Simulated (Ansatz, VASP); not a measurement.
**Ag in VASP and in Ansatz**

```xyz
1
Lattice="0.0000 2.0789 2.0431 2.0431 0.0000 2.0431 2.0431 2.0789 0.0000" Properties=species:S:1:pos:R:3 pbc="T T T"
Ag    0.0000    0.0000    0.0000
```

Change from the starting cell: strain +0.0175 x Voigt [0, 1, 0, 0, 0, 0], atoms carried along.

Alike in both runs: task single point; functional PBE; k mesh 20 × 20 × 20; occupations gaussian, width 0.15 eV; no spin polarisation.

|  | VASP | Ansatz |
| --- | --- | --- |
| version | VASP 6.6.1 | Ansatz 0.2.0 |
| potentials or method | VASP PAW PBE potentials, release 64 (Ag), cutoff 520 eV | scalar-relativistic, plane waves, PAW |
| valence electrons in the cell | 11 | 19 |

```csv
,VASP,Ansatz,Ansatz less VASP
gap on the k mesh at the Fermi level (eV),none,none,-
pressure (GPa),2.6,2.7,+0.15
"traceless stress, the component that is largest in VASP (GPa)",-0.47,-0.47,-0.004
```

A gap of «none» marks a metal or a gap that the smearing closes. VASP's potentials hold 11 valence electrons a cell and Ansatz's 19, so a difference there can come from the potentials and not from the codes.
